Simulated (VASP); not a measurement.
# TiO2 (Fddd) in VASP: single point with r2SCAN

Aim: the single point of TiO2 with r2SCAN.

Program: VASP 6.6.1. These are calculated values, not measurements. Logs are shortened: lines on timing, memory, paths and dates and some standing lists are left out, and cuts for length are marked.

### Step 1. The cell of the first run

It takes space group Fddd (No. 70, orthorhombic). The conventional cell has a = 5.343 Å, b = 5.391 Å, c = 9.584 Å, α = 90.00°, β = 90.00°, γ = 90.00°. Ti (site symmetry 222) has 6 O at 1.94 to 1.99 Å within 2.6 Å. Within 2.6 Å of O (site symmetry 2) lie 3 Ti at 1.94 to 1.99 Å and 2 O at 2.47 Å.

### Step 2. Single point, r2SCAN (uniaxial y strain +0.9%)

File POSCAR:

```
TiO2
1.0
    2.6712058821     -2.6953222408     -0.0199768312
    2.6712058821      2.6953222408     -0.0199768312
   -2.6352899207      0.0000000000      4.8119333394
Ti O
2 4
Direct
    0.1250075053      0.8749924947      0.2500000000
    0.8749924947      0.1250075053      0.7500000000
    0.3322533902      0.0822599383      0.6645088197
    0.6677466098      0.9177400617      0.3354911803
    0.9177400617      0.6677466098      0.8354911803
    0.0822599383      0.3322533902      0.1645088197
```

File INCAR.step1:

```
PREC     = Accurate       # precision mode
ENCUT    = 520            # plane-wave cutoff, eV
ISMEAR   = 0              # smearing method
SIGMA    = 0.01           # smearing width, eV
LREAL    = False          # projectors in reciprocal space
LASPH    = True           # aspherical terms in the spheres
NELM     = 60             # most SCF steps
NBANDS   = 33             # bands
GGA      = PE             # functional
ALGO     = Normal         # electronic algorithm
EDIFF    = 1E-4           # SCF threshold, eV
LWAVE    = True           # write WAVECAR
LCHARG   = False          # write CHGCAR
```

File INCAR.step2:

```
PREC     = Accurate       # precision mode
ENCUT    = 520            # plane-wave cutoff, eV
EDIFF    = 1E-6           # SCF threshold, eV
ISMEAR   = 0              # smearing method
SIGMA    = 0.01           # smearing width, eV
LREAL    = False          # projectors in reciprocal space
LASPH    = True           # aspherical terms in the spheres
NELM     = 60             # most SCF steps
ALGO     = Normal         # electronic algorithm
ISIF     = 2              # what is computed and relaxed
LWAVE    = False          # write WAVECAR
LCHARG   = False          # write CHGCAR
METAGGA  = R2SCAN         # meta-GGA
LMIXTAU  = True         
NBANDS   = 33             # bands
ISTART   = 1
```

File KPOINTS:

```
regular mesh
0
Gamma
  8 8 8
```

Potentials or basis: VASP PAW PBE potentials, release 64 (Ti_sv, O).

On the command line:

```sh
> cat potpaw_PBE.64/Ti_sv/POTCAR potpaw_PBE.64/O/POTCAR > POTCAR
> cp INCAR.step1 INCAR
> mpirun -np 1 vasp_std > vasp.out
> cp INCAR.step2 INCAR
> mpirun -np 1 vasp_std > vasp.out
```

OUTCAR:

```text
PREC = Accurate
   ENCUT = 520
   EDIFF = 1E-6
   ISMEAR = 0
   LREAL = False
   LASPH = True
   NELM = 60
   ISIF = 2
   METAGGA = R2SCAN
   ISTART = 1

 ion  position               nearest neighbor table
   1  0.125  0.875  0.250-   4 1.94   6 1.94   6 1.94   4 1.94   3 1.99   5 1.99
   2  0.875  0.125  0.750-   5 1.94   3 1.94   5 1.94   3 1.94   6 1.99   4 1.99
   3  0.332  0.082  0.665-   2 1.94   2 1.94   1 1.99
   4  0.668  0.918  0.335-   1 1.94   1 1.94   2 1.99
   5  0.918  0.668  0.835-   2 1.94   2 1.94   1 1.99
   6  0.082  0.332  0.165-   1 1.94   1 1.94   2 1.99

  LATTYP: Found a base centered monoclinic cell.
 ALAT       =     5.3425611605
 B/A-ratio  =     1.0090000507
 C/A-ratio  =     1.0269039315
 COS(beta)  =    -0.4868860781

  Lattice vectors:

 A1 = (   2.6712058821,  -2.6953222408,  -0.0199768312)
 A2 = (   2.6712058821,   2.6953222408,  -0.0199768312)
 A3 = (  -2.6352899207,   0.0000000000,   4.8119333394)

Analysis of symmetry for initial positions (statically):
=====================================================================
 Subroutine PRICEL returns:
 Original cell was already a primitive cell.

 Routine SETGRP: Setting up the symmetry group for a
 base centered monoclinic supercell.

 Subroutine GETGRP returns: Found  4 space group operations
 (whereof  2 operations were pure point group operations)
 out of a pool of  4 trial point group operations.

The static configuration has the point symmetry S_2 .
 The point group associated with its full space group is C_2h.

Analysis of symmetry for dynamics (positions and initial velocities):
=====================================================================
 Subroutine PRICEL returns:
 Original cell was already a primitive cell.

 Routine SETGRP: Setting up the symmetry group for a
 base centered monoclinic supercell.

 Subroutine GETGRP returns: Found  4 space group operations
 (whereof  2 operations were pure point group operations)
 out of a pool of  4 trial point group operations.

The dynamic configuration has the point symmetry S_2 .
 The point group associated with its full space group is C_2h.

 Subroutine INISYM returns: Found  4 space group operations
 (whereof  2 operations are pure point group operations),
 and found     1 'primitive' translations

----------------------------------------------------------------------------------------

                                     Primitive cell

  volume of cell :      69.0057

  direct lattice vectors                    reciprocal lattice vectors
     2.671205882 -2.695322241 -0.019976831     0.187951170 -0.185506576  0.102932811
     2.671205882  2.695322241 -0.019976831     0.187951170  0.185506576  0.102932811
    -2.635289921  0.000000000  4.811933339     0.001560566  0.000000000  0.208671333

  length of vectors
     3.794799325  3.794799325  5.486297060     0.283431642  0.283431642  0.208677168

  position of ions in fractional coordinates (direct lattice)
     0.125007505  0.874992495  0.250000000
     0.874992495  0.125007505  0.750000000
     0.332253390  0.082259938  0.664508820
     0.667746610  0.917740062  0.335491180
     0.917740062  0.667746610  0.835491180
     0.082259938  0.332253390  0.164508820

  ion indices of the primitive-cell ions
   primitive index   ion index
                 1           1
                 2           2
                 3           3
                 4           4
                 5           5
                 6           6

----------------------------------------------------------------------------------------

 KPOINTS: regular mesh

Automatic generation of k-mesh.
 Grid dimensions read from file:
 generate k-points for:    8    8    8

 Generating k-lattice:

  Cartesian coordinates                     Fractional coordinates (reciprocal lattice)
     0.023493896 -0.023188322  0.012866601     0.125000000  0.000000000  0.000000000
     0.023493896  0.023188322  0.012866601     0.000000000  0.125000000  0.000000000
     0.000195071  0.000000000  0.026083917     0.000000000  0.000000000  0.125000000

  Length of vectors
     0.035428955  0.035428955  0.026084646

  Shift w.r.t. Gamma in fractional coordinates (k-lattice)
     0.000000000  0.000000000  0.000000000

 Subroutine IBZKPT returns following result:
 ===========================================

 Found    150 irreducible k-points:

 Following reciprocal coordinates:
            Coordinates               Weight
  0.000000  0.000000  0.000000      1.000000
  0.125000  0.000000 -0.000000      4.000000
  0.000000  0.125000 -0.125000      4.000000
  0.250000  0.000000 -0.000000      4.000000
  0.000000  0.250000 -0.250000      4.000000
  0.375000  0.000000 -0.000000      4.000000
[... 16 lines left out ...]
  0.250000  0.250000 -0.000000      2.000000
  0.250000  0.250000  0.500000      2.000000
 [... further k-points ...]
   k-points           NKPTS =    150   k-points in BZ     NKDIM =    150   number of bands    NBANDS=     33
   number of dos      NEDOS =    301   number of ions     NIONS =      6
   total plane-waves  NPLWV =  32928
   dimension x,y,z NGX =    28 NGY =   28 NGZ =   42
   dimension x,y,z NGXF=    56 NGYF=   56 NGZF=   84
   ions per type =               2   4
   NGX,Y,Z   is equivalent  to a cutoff of  12.27, 12.27, 12.73 a.u.
   NGXF,Y,Z  is equivalent  to a cutoff of  24.53, 24.53, 25.45 a.u.
 SYSTEM =  unknown system
   PREC   = accura    normal or accurate (medium, high low for compatibility)
   ISTART =      1    job   : 0-new  1-cont  2-samecut
   ICHARG =      0    charge: 1-file 2-atom 10-const
   ISPIN  =      1    spin polarized calculation?
   LNONCOLLINEAR =      F non collinear calculations
   LSORBIT =      F    spin-orbit coupling
   LASPH  =      T    aspherical Exc in radial PAW
   ENCUT  =  520.0 eV  38.22 Ry    6.18 a.u.   7.06  7.06 10.20*2*pi/ulx,y,z
   NELM   =     60;   NELMIN=  2; NELMDL=  0     # of ELM steps
   EDIFF  = 0.1E-05   stopping-criterion for ELM
   LREAL  =      F    real-space projection
   EDIFFG = 0.1E-04   stopping-criterion for IOM
   NSW    =      0    number of steps for IOM
   IBRION =     -1    ionic relax: 0-MD 1-quasi-New 2-CG
   NFREE  =      0    steps in history (QN), initial steepest desc. (CG)
   ISIF   =      2    stress and relaxation
   ISYM   =      2    0-nonsym 1-usesym 2-fastsym
   POTIM  = 0.5000    time-step for ionic-motion
   TEBEG  =    0.0;   TEEND  =   0.0 temperature during run
   PSTRESS=    0.0 pullay stress
   NELECT =      48.0000    total number of electrons
   NUPDOWN=      -1.0000    fix difference up-down
   EMIN   =  10.00;   EMAX   =-10.00  energy-range for DOS
   EFERMI =   0.00;   METHOD = LEGACY
   ISMEAR =     0;   SIGMA  =   0.01  broadening in eV -4-tet -1-fermi 0-gaus
   EFERMI_NEDOS =   21; number of points for ismear=-14 and -15
   IALGO  =     38    algorithm
   IMIX   =      4    mixing-type and parameters
     AMIX     =   0.40;   BMIX     =  1.00
     AMIX_MAG =   1.60;   BMIX_MAG =  1.00
  volume/ion in A,a.u.               =      11.50        77.61
  Fermi-wavevector in a.u.,A,eV,Ry     =   1.450530  2.741105 28.627179  2.104038
  Thomas-Fermi vector in A             =   2.568132
   LORBIT       =      0    0 simple, 1 ext, 2 COOP (PROOUT), +10 PAW based schemes
   METAGGA = R2SCAN    functional components
   LHFCALC =     F    Hartree Fock is set to
   AEXX    =    0.0000 exact exchange contribution
   IVDW    =     0    specifies the selected vdW correction
   LEPSILON=     F    determine dielectric tensor
   LRPA    =     F    only Hartree local field effects (RPA)
 non-spin polarized calculation
 Gauss-broadening in eV      SIGMA  =   0.01
  energy-cutoff  :      520.00
  volume of cell :       69.01
 maximum number of plane-waves:      1878
   NGX = 15   NGY = 15   NGZ = 21

 number of electron      47.9999994 magnetization

 Free energy of the ion-electron system (eV)
  ---------------------------------------------------
  ext. energy  EPLUGINS =         0.00000000
  ---------------------------------------------------
  free energy    TOTEN  =       -69.85849551 eV

  energy without entropy =      -69.85849551  energy(sigma->0) =      -69.85849551

 E-fermi :   2.9814     XC(G=0): -11.3955

 val. band max:        2.8995019906   @ k =  -0.3750   0.3750   0.0000
 cond. band min:       5.4542365082   @ k =   0.0000   0.0000   0.0000
 fundamental gap:      2.5547345176
 Fermi energy:         2.9814378425

 k-point     1 :       0.0000    0.0000    0.0000
  band No.  band energies     occupation
      1     -55.6925      2.00000
      2     -55.6351      2.00000
      3     -31.0990      2.00000
      4     -30.8563      2.00000
      5     -30.8556      2.00000
      6     -30.7893      2.00000
[... 25 lines left out ...]
     32       8.4833      0.00000
     33       8.5040      0.00000

 k-point     2 :       0.1250    0.0000   -0.0000
  band No.  band energies     occupation
      1     -55.6906      2.00000
      2     -55.6364      2.00000
      3     -31.0951      2.00000
      4     -30.8769      2.00000
      5     -30.8573      2.00000
      6     -30.7966      2.00000
[... 25 lines left out ...]
     32       8.6515      0.00000
     33       8.9471      0.00000

 k-point     3 :       0.0000    0.1250   -0.1250
  band No.  band energies     occupation
      1     -55.6906      2.00000
      2     -55.6364      2.00000
      3     -31.0951      2.00000
      4     -30.8769      2.00000
      5     -30.8573      2.00000
      6     -30.7966      2.00000
[... 25 lines left out ...]
     32       8.6515      0.00000
     33       8.9471      0.00000

 k-point     4 :       0.2500    0.0000   -0.0000
  band No.  band energies     occupation
      1     -55.6854      2.00000
      2     -55.6400      2.00000
      3     -31.0858      2.00000
      4     -30.9248      2.00000
      5     -30.8602      2.00000
      6     -30.8141      2.00000
[... 673 lines left out ...]
     32       9.0229      0.00000
     33       9.1929      0.00000

 k-point    23 :       0.2500    0.2500   -0.0000
  band No.  band energies     occupation
      1     -55.6759      2.00000
      2     -55.6472      2.00000
      3     -31.0610      2.00000
      4     -30.9668      2.00000
      5     -30.8967      2.00000
      6     -30.8405      2.00000
[... 25 lines left out ...]
     32       9.6960      0.00000
     33      10.2252      0.00000

 k-point    24 :       0.2500    0.2500    0.5000
  band No.  band energies     occupation
      1     -55.6759      2.00000
      2     -55.6472      2.00000
      3     -31.0611      2.00000
      4     -30.9668      2.00000
      5     -30.8967      2.00000
      6     -30.8405      2.00000
[... 25 lines left out ...]
     32       9.6959      0.00000
     33      10.2254      0.00000

 [... further k-points ...]
[... 5 lines left out ...]
  --------------------------------------------------------------------------------------
  -------------------------------------------------------------------------------------
  Total       -0.2043517     -0.6975365     -0.0893784      0.0000000      0.0000000      0.0000409
  in kB       -4.7446430    -16.1954209     -2.0751909      0.0000000      0.0000000      0.0009496
  external PRESSURE =      -7.6717516 kB  Pullay stress =       0.0000000 kB

 VOLUME and BASIS-vectors are now :
 -----------------------------------------------------------------------------
  energy-cutoff  :      520.00
  volume of cell :       69.01
      direct lattice vectors                 reciprocal lattice vectors
     2.671205882 -2.695322241 -0.019976831     0.187951170 -0.185506576  0.102932811
     2.671205882  2.695322241 -0.019976831     0.187951170  0.185506576  0.102932811
    -2.635289921  0.000000000  4.811933339     0.001560566  0.000000000  0.208671333

 POSITION                                       TOTAL-FORCE (eV/Angst)
 -----------------------------------------------------------------------------------
      2.01238      2.02145      1.18301         0.000000     -0.000955     -0.000000
      0.69474     -2.02145      3.58897         0.000000      0.000955     -0.000000
     -0.64392     -0.67381      3.18929        -0.000227      0.000522      0.031438
      3.35104      0.67381      1.58269         0.000227     -0.000522     -0.031438
      2.03340     -0.67381      3.98865         0.000227      0.000522     -0.031438
      0.67372      0.67381      0.78332        -0.000227     -0.000522      0.031438
 -----------------------------------------------------------------------------------
    total drift:                                0.000000      0.000000      0.000000

  FREE ENERGIE OF THE ION-ELECTRON SYSTEM (eV)
  ---------------------------------------------------
  free  energy   TOTEN  =       -69.8584955144 eV

  energy  without entropy=      -69.8584955144  energy(sigma->0) =      -69.85849551
```

Wall time 12 min (1 thread of AMD EPYC 9R45 (Zen 5), shared host); peak memory 0.34 GiB.

Results:

* Free energy: -69.8585 eV
* Pressure: -0.8 GPa
* Largest force: 0.031 eV/Å
* Band gap on the k mesh: 2.55 eV, indirect (least direct gap 2.85 eV)

Forces in eV/Å, atoms in the order of the input:
```
Ti   0.000 -0.001  0.000
Ti   0.000  0.001  0.000
O    0.000  0.001  0.031
O    0.000 -0.001 -0.031
O    0.000  0.001 -0.031
O    0.000 -0.001  0.031
```

Levels at points of the mesh, in eV from the valence-band top:
```csv
k point,band 22,band 23,band 24,band 25,band 26,band 27
"(0.00, 0.00, 0.00)",-0.75,-0.47,-0.40,2.55,3.27,4.42
"(0.50, 0.00, 0.00)",-0.92,-0.84,-0.64,3.66,3.94,3.98
"(0.00, 0.50, 0.50)",-0.92,-0.84,-0.64,3.66,3.94,3.98
"(0.50, 0.50, 0.00)",-2.03,-0.02,-0.02,3.72,3.72,4.19
"(0.00, 0.00, 0.50)",-1.26,-0.09,-0.09,2.90,2.90,4.20
"(0.50, 0.50, 0.50)",-2.03,-0.02,-0.02,3.74,3.74,4.19
```

Caveat: the cell differs from its parent crystal (uniaxial y strain +0.9%); the PAW data sets were made with another functional, which shifts forces and pressure a little.
